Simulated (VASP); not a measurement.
A run of VASP 6.6.1 is set up as follows.

INCAR

```
ALGO = Normal
EDIFF = 1E-6
ENCUT = 520
GGA = PE
ISIF = 2
ISMEAR = -1
LASPH = T
LCHARG = T
LELF = T
LREAL = F
LVHAR = T
LWAVE = F
NBANDS = 8
NELM = 100
PREC = Accurate
SIGMA = 0.06122561905347299
```

KPOINTS

```
k-points
0
Gamma
  60 60 60
```

File POSCAR:

```
N
1.0
    0.0000000000      1.5290218163      1.5290218163
    1.5290218163      0.0000000000      1.5290218163
    1.5290218163      1.5290218163      0.0000000000
N
1
Direct
    0.0000000000      0.0000000000      0.0000000000
```

Potentials or basis: VASP PAW PBE potentials, release 64 (N).

Launch:

```sh
$ cat potpaw_PBE.64/N/POTCAR > POTCAR
$ mpirun -np 1 vasp_std > vasp.out
```

**Question.** Predict the pressure.

**Answer.** 12.2 GPa.

**Question.** Estimate the band gap on the k mesh.

**Answer.** Zero (an odd number of electrons rules out a gap without spin polarisation).

Caveat: the cell stands under pressure.
